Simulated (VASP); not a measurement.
ZnSe:

```
Zn Se
1.0
     0.00000    2.86592    2.86592
     2.86592    0.00000    2.86592
     2.86592    2.86592    0.00000
Zn Se
1 1
Direct
  0.00000 0.00000 0.00000
  0.25000 0.25000 0.25000
```

```yaml
Program: VASP 6.6.1
Task: relaxation of cell and atoms
Functional: r2SCAN
Potentials_or_basis: VASP PAW PBE potentials, release 64 (Zn, Se)
Cutoff: 600 eV
k_mesh: 8 × 8 × 8
Occupations: fermi-dirac, width 0.02 eV
Spin: no spin polarisation
```

At the start: pressure -2.1 GPa; volume 23.54 Å³/atom.

Question: Where does the relaxation end?

Answer: Over 4 steps the energy falls by 5.7 meV/atom and the volume is 22.75 Å³/atom (-3.4 %); space group F-43m (No. 216, to 0.1 Å) before and after.

Step by step:
| step | energy change (eV) | largest force (eV/Å) | pressure (GPa) | volume (Å³) |
| --- | --- | --- | --- | --- |
| 1 | 0.0000 | 0.0000 | -2.09 | 47.08 |
| 2 | -0.0105 | 0.0000 | 0.70 | 45.02 |
| 3 | -0.0113 | 0.0000 | 0.07 | 45.44 |
| 4 | -0.0113 | 0.0000 | 0.00 | 45.50 |

Final structure:
```
Zn Se
1.0
     0.00000    2.83347    2.83347
     2.83347    0.00000    2.83347
     2.83347    2.83347    0.00000
Zn Se
1 1
Cartesian
  0.0000 0.0000 0.0000
  1.4167 1.4167 1.4167
```

Caveat: the PAW data sets were made with another functional, which shifts forces and pressure a little.
